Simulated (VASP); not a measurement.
# Si3N4 (Fd-3m) in VASP: notebook, part 2 of 3

VASP 6.6.1.

## (3) Single point, LDA

File INCAR:

```
SYSTEM = Si3N4
PREC = Accurate
ENCUT = 520
EDIFF = 1E-6
ISMEAR = 0
SIGMA = 0.02
LREAL = .FALSE.
LASPH = .TRUE.
NELM = 80
ALGO = Normal
ISIF = 2
LWAVE = .FALSE.
LCHARG = .TRUE.
LELF = .TRUE.
LVHAR = .TRUE.
NBANDS = 45
```

File KPOINTS:

```
regular mesh
0
G
  6 6 6
  0 0 0
```

File POSCAR:

```
Si3N4
1.0
    0.0000000000      3.8454392107      3.8454392107
    3.8454392107      0.0000000000      3.8454392107
    3.8454392107      3.8454392107      0.0000000000
Si N
6 8
Direct
    0.6250000000      0.6250000000      0.1250000000
    0.6250000000      0.1250000000      0.6250000000
    0.1250000000      0.6250000000      0.6250000000
    0.6250000000      0.6250000000      0.6250000000
    0.2500000000      0.2500000000      0.2500000000
    0.0000000000      0.0000000000      0.0000000000
    0.8675702198      0.8675702198      0.8675702198
    0.8527106595      0.3824297802      0.3824297802
    0.3824297802      0.3824297802      0.8527106595
    0.3824297802      0.8527106595      0.3824297802
    0.8675702198      0.8675702198      0.3972893405
    0.8675702198      0.3972893405      0.8675702198
    0.3824297802      0.3824297802      0.3824297802
    0.3972893405      0.8675702198      0.8675702198
```

Potentials or basis: VASP PAW LDA potentials, release 64 (Si, N).

Run with:

```
> cat potpaw_LDA.64/Si/POTCAR potpaw_LDA.64/N/POTCAR > POTCAR
> mpirun -np 1 vasp_std > vasp.out
```

It took 92 s on 1 thread of Intel Xeon Platinum 8488C (Sapphire Rapids), shared host; peak memory 0.21 GiB.

Results (log left out):

```
Free energy            : -125.5585 eV
Pressure               : 0.7 GPa
Largest force          : 0.014 eV/Å
Band gap on the k mesh : 3.35 eV (least direct gap 3.38 eV)
```

Forces in eV/Å, atoms in the order of the input:
```
Si   0.000  0.000  0.000
Si   0.000  0.000  0.000
Si   0.000  0.000  0.000
Si   0.000  0.000  0.000
Si   0.000  0.000  0.000
Si   0.000  0.000  0.000
N    0.008  0.008  0.008
N   -0.008  0.008  0.008
N    0.008  0.008 -0.008
N    0.008 -0.008  0.008
N   -0.008 -0.008  0.008
N   -0.008  0.008 -0.008
N   -0.008 -0.008 -0.008
N    0.008 -0.008 -0.008
```

Levels at points of the mesh, in eV from the valence-band top:
| k point | band 30 | band 31 | band 32 | band 33 | band 34 | band 35 |
| --- | --- | --- | --- | --- | --- | --- |
| (0.00, 0.00, 0.00) | -0.03 | -0.03 | -0.03 | 3.35 | 3.35 | 3.35 |
| (0.50, 0.00, 0.00) | -0.49 | -0.37 | -0.37 | 4.94 | 5.71 | 5.71 |
| (0.50, 0.50, 0.00) | -1.15 | -0.47 | -0.47 | 6.67 | 6.67 | 6.96 |

A k mesh can miss the band edges.

## (4) Relaxation of cell and atoms, LDA

This run uses another cell than the first one, of 8.43 Å³/atom.

File INCAR:

```
SYSTEM = Si3N4
ALGO = Normal
EDIFF = 1E-6
EDIFFG = -0.05
ENCUT = 600
IBRION = 2
ISIF = 3
ISMEAR = 0
LASPH = .True.
LCHARG = .False.
LREAL = .False.
LWAVE = .False.
NELM = 100
NSW = 100
PREC = Accurate
SIGMA = 0.1
```

File KPOINTS:

```
k-points
0
Gamma
  4 4 4
  0 0 0
```

File POSCAR:

```
Si3N4
1.0
    0.0000000000      3.8937180000      3.8937180000
    3.8937180000      0.0000000000      3.8937180000
    3.8937180000      3.8937180000      0.0000000000
Si N
6 8
Direct
    0.6250000000      0.6250000000      0.1250000000
    0.6250000000      0.1250000000      0.6250000000
    0.1250000000      0.6250000000      0.6250000000
    0.6250000000      0.6250000000      0.6250000000
    0.2500000000      0.2500000000      0.2500000000
    0.0000000000      0.0000000000      0.0000000000
    0.8675630000      0.8675630000      0.8675630000
    0.8526890000      0.3824370000      0.3824370000
    0.3824370000      0.3824370000      0.8526890000
    0.3824370000      0.8526890000      0.3824370000
    0.8675630000      0.8675630000      0.3973110000
    0.8675630000      0.3973110000      0.8675630000
    0.3824370000      0.3824370000      0.3824370000
    0.3973110000      0.8675630000      0.8675630000
```

Potentials or basis: VASP PAW LDA potentials, release 64 (Si, N).

Run with:

```
> cat potpaw_LDA.64/Si/POTCAR potpaw_LDA.64/N/POTCAR > POTCAR
> mpirun -np 1 vasp_std > vasp.out
```

OUTCAR:

```text
SYSTEM = Si3N4
   EDIFF = 1E-6
   EDIFFG = -0.05
   ENCUT = 600
   IBRION = 2
   ISIF = 3
   ISMEAR = 0
   LASPH = .True.
   LREAL = .False.
   NELM = 100
   NSW = 100
   PREC = Accurate

 ion  position               nearest neighbor table
   1  0.625  0.625  0.125-   7 1.89  13 1.89  10 1.89  12 1.89   8 1.89  14 1.89   4 2.75   2 2.75
                             3 2.75   4 2.75   2 2.75   3 2.75
   2  0.625  0.125  0.625-   7 1.89  13 1.89   9 1.89  11 1.89   8 1.89  14 1.89   4 2.75   1 2.75
                             1 2.75   3 2.75   4 2.75   3 2.75
   3  0.125  0.625  0.625-   7 1.89  13 1.89  10 1.89  11 1.89  12 1.89   9 1.89   4 2.75   1 2.75
                             2 2.75   1 2.75   2 2.75   4 2.75
   4  0.625  0.625  0.625-   9 1.89  11 1.89  10 1.89   8 1.89  12 1.89  14 1.89   1 2.75   2 2.75
                             3 2.75   1 2.75   2 2.75   3 2.75
   5  0.250  0.250  0.250-   8 1.79   9 1.79  10 1.79  13 1.79
   6  0.000  0.000  0.000-  11 1.79  12 1.79  14 1.79   7 1.79
   7  0.868  0.868  0.868-   6 1.79   2 1.89   3 1.89   1 1.89
   8  0.853  0.382  0.382-   5 1.79   4 1.89   1 1.89   2 1.89
   9  0.382  0.382  0.853-   5 1.79   4 1.89   2 1.89   3 1.89
  10  0.382  0.853  0.382-   5 1.79   4 1.89   1 1.89   3 1.89
  11  0.868  0.868  0.397-   6 1.79   4 1.89   2 1.89   3 1.89
  12  0.868  0.397  0.868-   6 1.79   4 1.89   1 1.89   3 1.89
  13  0.382  0.382  0.382-   5 1.79   2 1.89   3 1.89   1 1.89
  14  0.397  0.868  0.868-   6 1.79   4 1.89   1 1.89   2 1.89

  LATTYP: Found a face centered cubic cell.
 ALAT       =     7.7874360000

  Lattice vectors:
[... 197 lines left out ...]
  -------------------------------------------------------------------------------------
  Total       -7.8844950     -7.8844950     -7.8844950      0.0000000      0.0000000      0.0000000
  in kB     -106.9943850   -106.9943850   -106.9943850      0.0000000      0.0000000      0.0000000
  external PRESSURE =    -106.9943850 kB  Pullay stress =       0.0000000 kB
[... 35 lines left out ...]
--------------------------------------- Ionic step        2  -------------------------------------------

 number of electron      64.0000000 magnetization

 E-fermi :  10.6320     XC(G=0): -12.8867

 val. band max:       10.1081773850   @ k =   0.0000   0.0000   0.0000
 cond. band min:      13.6644805356   @ k =   0.0000   0.0000   0.0000
 fundamental gap:      3.5563031506
 Fermi energy:        10.6319794495

 k-point     1 :       0.0000    0.0000    0.0000
  band No.  band energies     occupation
      1      -9.3765      2.00000
      2      -5.7264      2.00000
      3      -4.6808      2.00000
      4      -4.6808      2.00000
      5      -4.6808      2.00000
      6      -3.5653      2.00000
[... 524 lines left out ...]
--------------------------------------- Ionic step        6  -------------------------------------------

 number of electron      64.0000001 magnetization

 Free energy of the ion-electron system (eV)
  ---------------------------------------------------
  ext. energy  EPLUGINS =         0.00000000
  ---------------------------------------------------
  free energy    TOTEN  =      -125.56736083 eV

  energy without entropy =     -125.56736083  energy(sigma->0) =     -125.56736083

 E-fermi :   9.9035     XC(G=0): -12.6660

 val. band max:        9.4429556923   @ k =   0.0000   0.0000   0.0000
 cond. band min:      12.8171768913   @ k =   0.0000   0.0000   0.0000
 fundamental gap:      3.3742211990
 Fermi energy:         9.9035060791

 k-point     1 :       0.0000    0.0000    0.0000
  band No.  band energies     occupation
      1      -9.5253      2.00000
      2      -6.0455      2.00000
      3      -5.0727      2.00000
      4      -5.0727      2.00000
      5      -5.0727      2.00000
      6      -4.0280      2.00000
[... 374 lines left out ...]
  FREE ENERGIE OF THE ION-ELECTRON SYSTEM (eV)
  ---------------------------------------------------
  free  energy   TOTEN  =      -125.5673608319 eV

  energy  without entropy=     -125.5673608319  energy(sigma->0) =     -125.56736083

 reached required accuracy - stopping structural energy minimisation
```

OSZICAR:

```text
N       E                     dE             d eps       ncg     rms          rms(c)
DAV:   1     0.289887970654E+03    0.28989E+03   -0.35867E+04   640   0.169E+03
DAV:   2    -0.120365011330E+03   -0.41025E+03   -0.39437E+03   816   0.304E+02
DAV:   3    -0.139246570776E+03   -0.18882E+02   -0.18730E+02   768   0.697E+01
[... 47 lines left out ...]
DAV:   1    -0.125567456469E+03   -0.13733E-02   -0.22128E-01   680   0.264E+00    0.186E-01
DAV:   2    -0.125567453680E+03    0.27895E-05   -0.45896E-03   752   0.356E-01    0.588E-02
DAV:   3    -0.125567361316E+03    0.92363E-04   -0.30820E-04   768   0.101E-01    0.255E-02
DAV:   4    -0.125567360994E+03    0.32225E-06   -0.78950E-05   760   0.424E-02    0.188E-02
DAV:   5    -0.125567360832E+03    0.16229E-06   -0.65072E-06   696   0.157E-02
   6 F= -.12556736E+03 E0= -.12556736E+03  d E =-.118064E-02
```

CONTCAR:

```text
Si3N4
   1.00000000000000
     0.0000000000000000    3.8473880881427704    3.8473880881427704
     3.8473880881427704    0.0000000000000000    3.8473880881427704
     3.8473880881427704    3.8473880881427704    0.0000000000000000
  Si              N
     6     8
Direct
     0.6250000000000000    0.6250000000000000    0.1250000000000000
[... 17 lines left out ...]
  0.00000000E+00  0.00000000E+00  0.00000000E+00
  0.00000000E+00  0.00000000E+00  0.00000000E+00
  0.00000000E+00  0.00000000E+00  0.00000000E+00
  0.00000000E+00  0.00000000E+00  0.00000000E+00
  0.00000000E+00  0.00000000E+00  0.00000000E+00
  0.00000000E+00  0.00000000E+00  0.00000000E+00
  0.00000000E+00  0.00000000E+00  0.00000000E+00
  0.00000000E+00  0.00000000E+00  0.00000000E+00
  0.00000000E+00  0.00000000E+00  0.00000000E+00
  0.00000000E+00  0.00000000E+00  0.00000000E+00
  0.00000000E+00  0.00000000E+00  0.00000000E+00
```

Wall time 3.2 min (1 thread of Intel Xeon Platinum 8488C (Sapphire Rapids), shared host); peak memory 0.26 GiB.

Results:

```yaml
Free_energy: -125.5674 eV
Relaxed_volume: 8.14 Å³/atom
Relaxed_cell: a = 5.441 Å, b = 5.441 Å, c = 5.441 Å, α = 60.00°, β = 60.00°, γ = 60.00°
Space_group_after_relaxing_to_0.1_Å: Fd-3m (No. 227)
Energy_gained_by_relaxing: 10.2 meV/atom
Ionic_steps: 6
Pressure_after_relaxing: 0.1 GPa
Largest_force_after_relaxing: 0.005 eV/Å
Band_gap_on_the_k_mesh: 3.37 eV
```

Forces in eV/Å, atoms in the order of the input:
```
Si   0.000  0.000  0.000
Si   0.000  0.000  0.000
Si   0.000  0.000  0.000
Si   0.000  0.000  0.000
Si   0.000  0.000  0.000
Si   0.000  0.000  0.000
N    0.003  0.003  0.003
N   -0.003  0.003  0.003
N    0.003  0.003 -0.003
N    0.003 -0.003  0.003
N   -0.003 -0.003  0.003
N   -0.003  0.003 -0.003
N   -0.003 -0.003 -0.003
N    0.003 -0.003 -0.003
```

The path:
```
step  energy change (eV)  largest force (eV/Å)  pressure (GPa)  volume (Å³)
   1              0.0000                0.1131          -10.70       118.07
   2              0.1349                0.4798           16.99       108.70
   3             -0.1409                0.1146           -0.23       114.05
   4             -0.1409                0.1195            0.00       113.97
   5             -0.1408                0.1207            0.19       113.83
   6             -0.1421                0.0048            0.08       113.90
```

Final structure:
```
CELL_PARAMETERS angstrom
0.00000 3.84739 3.84739
3.84739 0.00000 3.84739
3.84739 3.84739 0.00000
ATOMIC_POSITIONS crystal
Si 0.62500 0.62500 0.12500
Si 0.62500 0.12500 0.62500
Si 0.12500 0.62500 0.62500
Si 0.62500 0.62500 0.62500
Si 0.25000 0.25000 0.25000
Si 0.00000 0.00000 0.00000
N 0.86758 0.86758 0.86758
N 0.85274 0.38242 0.38242
N 0.38242 0.38242 0.85274
N 0.38242 0.85274 0.38242
N 0.86758 0.86758 0.39726
N 0.86758 0.39726 0.86758
N 0.38242 0.38242 0.38242
N 0.39726 0.86758 0.86758
```

(Continued in part 3 of 3.)
